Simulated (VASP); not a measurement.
# MnAl2 (Fm-3m) in VASP: settings compared, part 2 of 2

VASP 6.6.1.

## Step 4: Relaxation of cell and atoms, PBE

This run uses another cell than the first one, of 16.72 Å³/atom.

INCAR

```
SYSTEM = MnAl2
PREC     = Accurate       ! precision mode
ENCUT    = 500            ! plane-wave cutoff, eV
EDIFF    = 1E-7           ! SCF threshold, eV
ISMEAR   = 0              ! smearing method
SIGMA    = 0.0215         ! smearing width, eV
LREAL    = .False.        ! projectors in reciprocal space
LASPH    = .True.         ! aspherical terms in the spheres
NELM     = 120            ! most SCF steps
ALGO     = Normal         ! electronic algorithm
ISIF     = 3              ! what is computed and relaxed
LWAVE    = .False.        ! write WAVECAR
LCHARG   = .False.        ! write CHGCAR
GGA      = PE             ! functional
IBRION   = 2              ! ionic algorithm
NSW      = 60             ! ionic steps
EDIFFG   = -0.01          ! ionic threshold
GGA_COMPAT= .False.      
NELMIN   = 4
```

KPOINTS

```
regular mesh
0
Gamma
  5 5 5
  0 0 0
```

POSCAR

```
MnAl2
1.0
    0.0000000000      2.9269140000      2.9269140000
    2.9269140000      0.0000000000      2.9269140000
    2.9269140000      2.9269140000      0.0000000000
Mn Al
1 2
Direct
    0.0000000000      0.0000000000      0.0000000000
    0.2500000000      0.2500000000      0.2500000000
    0.7500000000      0.7500000000      0.7500000000
```

Potentials or basis: VASP PAW PBE potentials, release 64 (Mn_pv, Al).

Run with:

```sh
$ cat potpaw_PBE.64/Mn_pv/POTCAR potpaw_PBE.64/Al/POTCAR > POTCAR
$ mpirun -np 1 vasp_std > vasp.out
```

OUTCAR:

```text
SYSTEM = MnAl2
   PREC = Accurate
   ENCUT = 500
   EDIFF = 1E-7
   ISMEAR = 0
   LREAL = .False.
   LASPH = .True.
   NELM = 120
   ISIF = 3
   GGA = PE
   IBRION = 2
   NSW = 60
   EDIFFG = -0.01
   NELMIN = 4

 ion  position               nearest neighbor table
   1  0.000  0.000  0.000-   3 2.53   3 2.53   3 2.53   2 2.53   3 2.53   2 2.53   2 2.53   2 2.53

   2  0.250  0.250  0.250-   1 2.53   1 2.53   1 2.53   1 2.53   3 2.93   3 2.93   3 2.93   3 2.93
                             3 2.93   3 2.93
   3  0.750  0.750  0.750-   1 2.53   1 2.53   1 2.53   1 2.53   2 2.93   2 2.93   2 2.93   2 2.93
                             2 2.93   2 2.93

  LATTYP: Found a face centered cubic cell.
 ALAT       =     5.8538280000

  Lattice vectors:

 A1 = (   0.0000000000,   2.9269140000,   2.9269140000)
 A2 = (   2.9269140000,   0.0000000000,   2.9269140000)
 A3 = (   2.9269140000,   2.9269140000,   0.0000000000)

Analysis of symmetry for initial positions (statically):
=====================================================================
 Subroutine PRICEL returns:
 Original cell was already a primitive cell.

 Routine SETGRP: Setting up the symmetry group for a
[... 148 lines left out ...]

 number of electron      18.9999994 magnetization

 Free energy of the ion-electron system (eV)
  ---------------------------------------------------
  ext. energy  EPLUGINS =         0.00000000
  ---------------------------------------------------
  free energy    TOTEN  =       -15.68456837 eV

  energy without entropy =      -15.68259145  energy(sigma->0) =      -15.68357991

------------------------ aborting loop because EDIFF is reached ----------------------------------------

  FORCE on cell =-STRESS in cart. coord.  units (eV):
  Direction    XX          YY          ZZ          XY          YZ          ZX
  --------------------------------------------------------------------------------------
  -------------------------------------------------------------------------------------
  Total       -1.3971803     -1.3971803     -1.3971803     -0.0000000     -0.0000000      0.0000000
  in kB      -44.6378391    -44.6378391    -44.6378391     -0.0000000     -0.0000000      0.0000000
  external PRESSURE =     -44.6378391 kB  Pullay stress =       0.0000000 kB
[... 61 lines left out ...]
--------------------------------------- Ionic step        3  -------------------------------------------

 number of electron      19.0000016 magnetization

 Free energy of the ion-electron system (eV)
  ---------------------------------------------------
  ext. energy  EPLUGINS =         0.00000000
  ---------------------------------------------------
  free energy    TOTEN  =       -15.71708214 eV

  energy without entropy =      -15.71525276  energy(sigma->0) =      -15.71616745

 E-fermi :   6.7305     XC(G=0): -10.6083

 val. band max:        6.7189478250   @ k =  -0.4000   0.2000   0.0000
 cond. band min:       6.8183682896   @ k =  -0.4000   0.4000   0.2000
 fundamental gap:      0.0994204646
 Fermi energy:         6.7304640300

 k-point     1 :       0.0000    0.0000    0.0000
  band No.  band energies     occupation
      1     -40.3160      2.00000
      2     -40.3160      2.00000
      3     -40.3160      2.00000
      4      -2.4523      2.00000
      5       4.8951      2.00000
      6       4.8951      2.00000
      7       4.8951      2.00000
      8       6.3715      2.00000
      9       6.3715      2.00000
     10      11.2107      0.00000
     11      11.2107      0.00000
     12      11.2107      0.00000
     13      11.3712      0.00000
[... 172 lines left out ...]
  FREE ENERGIE OF THE ION-ELECTRON SYSTEM (eV)
  ---------------------------------------------------
  free  energy   TOTEN  =       -15.7170821412 eV

  energy  without entropy=      -15.7152527608  energy(sigma->0) =      -15.71616745

 reached required accuracy - stopping structural energy minimisation
```

OSZICAR:

```text
N       E                     dE             d eps       ncg     rms          rms(c)
DAV:   1     0.897772046748E+02    0.89777E+02   -0.99187E+03   284   0.132E+03
DAV:   2    -0.136657435930E+02   -0.10344E+03   -0.10157E+03   260   0.301E+02
DAV:   3    -0.172378090693E+02   -0.35721E+01   -0.34825E+01   310   0.607E+01
[... 33 lines left out ...]
DAV:   7    -0.157170807192E+02    0.70407E-05   -0.10487E-04   290   0.140E-01    0.591E-03
DAV:   8    -0.157170817791E+02   -0.10599E-05   -0.16698E-06   270   0.148E-02    0.177E-03
DAV:   9    -0.157170820557E+02   -0.27654E-06   -0.74250E-08   155   0.335E-03    0.761E-04
DAV:  10    -0.157170821828E+02   -0.12710E-06   -0.23004E-08   130   0.145E-03    0.127E-04
DAV:  11    -0.157170821412E+02    0.41568E-07   -0.35123E-09   130   0.613E-04
   3 F= -.15717082E+02 E0= -.15716167E+02  d E =-.325138E-01
```

CONTCAR:

```text
MnAl2
   1.00000000000000
     0.0000000000000000    2.8825405856360584    2.8825405856360584
     2.8825405856360584   -0.0000000000000000    2.8825405856360584
     2.8825405856360584    2.8825405856360584    0.0000000000000000
  Mn              Al
     1     2
Direct
     0.0000000000000000    0.0000000000000000    0.0000000000000000
     0.2500000000000000    0.2500000000000000    0.2500000000000000
     0.7500000000000000    0.7500000000000000    0.7500000000000000

  0.00000000E+00  0.00000000E+00  0.00000000E+00
  0.00000000E+00  0.00000000E+00  0.00000000E+00
  0.00000000E+00  0.00000000E+00  0.00000000E+00
```

It took 43 s on 1 thread of Intel Xeon 8259CL, shared host; peak memory 0.17 GiB.

What came out:

```yaml
Free_energy: -15.7171 eV
Relaxed_volume: 15.97 Å³/atom
Relaxed_cell: a = 4.077 Å, b = 4.077 Å, c = 4.077 Å, α = 60.00°, β = 60.00°, γ = 60.00°
Space_group_after_relaxing_to_0.1_Å: Fm-3m (No. 225)
Energy_gained_by_relaxing: 10.8 meV/atom
Ionic_steps: 3
Pressure_after_relaxing: 0.0 GPa
Band_gap_on_the_k_mesh: zero (an odd number of electrons rules out a gap without spin polarisation)
```

The path:
```tsv
step	energy change (eV)	largest force (eV/Å)	pressure (GPa)	volume (Å³)
1	0.0000	0.0000	-4.46	50.15
2	-0.0244	0.0000	2.49	46.84
3	-0.0325	0.0000	0.00	47.90
```

Final structure:
```cif
data_structure
_symmetry_space_group_name_H-M 'P 1'
_symmetry_Int_Tables_number 1
_cell_length_a 4.0765
_cell_length_b 4.0765
_cell_length_c 4.0765
_cell_angle_alpha 60.000
_cell_angle_beta 60.000
_cell_angle_gamma 60.000
_cell_volume 47.90
loop_
_atom_site_label
_atom_site_type_symbol
_atom_site_fract_x
_atom_site_fract_y
_atom_site_fract_z
_atom_site_occupancy
Mn1 Mn 0.00000 0.00000 0.00000 1
Al1 Al 0.25000 0.25000 0.25000 1
Al2 Al 0.75000 0.75000 0.75000 1
```

Caveat: the k points lie up to 0.38 Å⁻¹ apart in the final cell, too coarse for converged energies and pressures of a metal; the run has no spin polarisation, though such a crystal can be magnetic.

## Step 5: Relaxation of cell and atoms, PBE+U

This run uses another cell than the first one, of 16.72 Å³/atom.

INCAR

```
SYSTEM = MnAl2
PREC     = Accurate       ! precision mode
ENCUT    = 500            ! plane-wave cutoff, eV
EDIFF    = 1E-7           ! SCF threshold, eV
ISMEAR   = 0              ! smearing method
SIGMA    = 0.0215         ! smearing width, eV
LREAL    = .FALSE.        ! projectors in reciprocal space
LASPH    = .TRUE.         ! aspherical terms in the spheres
NELM     = 200            ! most SCF steps
ALGO     = Normal         ! electronic algorithm
ISIF     = 3              ! what is computed and relaxed
LWAVE    = .FALSE.        ! write WAVECAR
LCHARG   = .FALSE.        ! write CHGCAR
LMAXMIX  = 4              ! l up to which the mixer works
LDAU     = .TRUE.         ! DFT+U
LDAUTYPE = 2            
LDAUL    = 2 -1           ! shell
LDAUU    = 4 0            ! U, eV
LDAUJ    = 0 0          
LDAUPRINT= 1            
GGA      = PE             ! functional
IBRION   = 2              ! ionic algorithm
NSW      = 60             ! ionic steps
EDIFFG   = -0.01          ! ionic threshold
GGA_COMPAT= .FALSE.      
NELMIN   = 4
```

KPOINTS

```
regular mesh
0
G
  5 5 5
  0 0 0
```

POSCAR is that of step 4.

Run with:

```sh
$ cat potpaw_PBE.64/Mn_pv/POTCAR potpaw_PBE.64/Al/POTCAR > POTCAR
$ mpirun -np 1 vasp_std > vasp.out
```

Wall time 43 s (1 thread of Intel Xeon 8259CL, shared host); peak memory 0.17 GiB.

The run converged. Its results:

```yaml
Free_energy: -11.2175 eV
Relaxed_volume: 16.26 Å³/atom
Relaxed_cell: a = 4.101 Å, b = 4.101 Å, c = 4.101 Å, α = 60.00°, β = 60.00°, γ = 60.00°
Space_group_after_relaxing_to_0.1_Å: Fm-3m (No. 225)
Energy_gained_by_relaxing: 3.8 meV/atom
Ionic_steps: 3
Pressure_after_relaxing: 0.0 GPa
Band_gap_on_the_k_mesh: zero (an odd number of electrons rules out a gap without spin polarisation)
```

Step by step:
| step | energy change (eV) | largest force (eV/Å) | pressure (GPa) | volume (Å³) |
| --- | --- | --- | --- | --- |
| 1 | 0.0000 | 0.0000 | -2.60 | 50.15 |
| 2 | -0.0094 | 0.0000 | 1.22 | 48.20 |
| 3 | -0.0115 | 0.0000 | 0.00 | 48.77 |

Final structure:
```
CELL_PARAMETERS angstrom
0.00000 2.89985 2.89985
2.89985 0.00000 2.89985
2.89985 2.89985 0.00000
ATOMIC_POSITIONS crystal
Mn 0.00000 0.00000 0.00000
Al 0.25000 0.25000 0.25000
Al 0.75000 0.75000 0.75000
```

Levels at points of the mesh, in eV from the Fermi level:
```tsv
k point	band 6	band 7	band 8	band 9	band 10	band 11	band 12	band 13
(0.00, 0.00, 0.00)	-2.68	-2.68	0.12	0.12	4.15	4.15	4.15	4.21
```

Eigenvalues of the final occupation matrices:
```
    site  spin  trace               eigenvalues
site 1 d     1   2.65  0.25 0.25 0.72 0.72 0.72
site 1 d     2   2.65  0.25 0.25 0.72 0.72 0.72
```

Caveat: the k points lie up to 0.38 Å⁻¹ apart in the final cell, too coarse for converged energies and pressures of a metal; the run has no spin polarisation, though such a crystal can be magnetic; U without spin polarisation on a metal has little footing; the U is typed as a test and isn't derived for this compound. Spin polarisation is off, so any magnetic state and its effect on volume and gap are missing.

## Step 6: Summary

```csv
task,level,U,cell,gap on the mesh (eV),pressure (GPa),relaxed volume (Å³/atom)
single point,PBE,-,"a = 4.078 Å, angles 60.0°, 3 atoms",none,-0.1,-
single point,PBE+U,Mn d U = 4.0 eV,"a = 4.070 Å, angles 60.0°, 3 atoms",none,2.4,-
relaxation of cell and atoms,PBE,-,"relaxed from a = 4.139 Å, angles 60.0°, 3 atoms",none,0.0,15.97
relaxation of cell and atoms,PBE+U,Mn d U = 4.0 eV,"relaxed from a = 4.139 Å, angles 60.0°, 3 atoms",none,0.0,16.26
```

Alike in all rows: potentials or basis VASP PAW PBE potentials, release 64 (Mn_pv, Al); no spin polarisation; k mesh 5 × 5 × 5; cutoff (eV) 500; smearing gaussian 0.0215 eV.

Caveats: all runs use coarse meshes; the run has no spin polarisation, though such a crystal can be magnetic; U without spin polarisation on a metal has little footing (at least some runs); the U is typed as a test and isn't derived for this compound (at least some runs).

Absolute energies hang on the potentials; compare differences alone.

The gap in the log of VASP goes by the Fermi energy; the results here count the filled bands.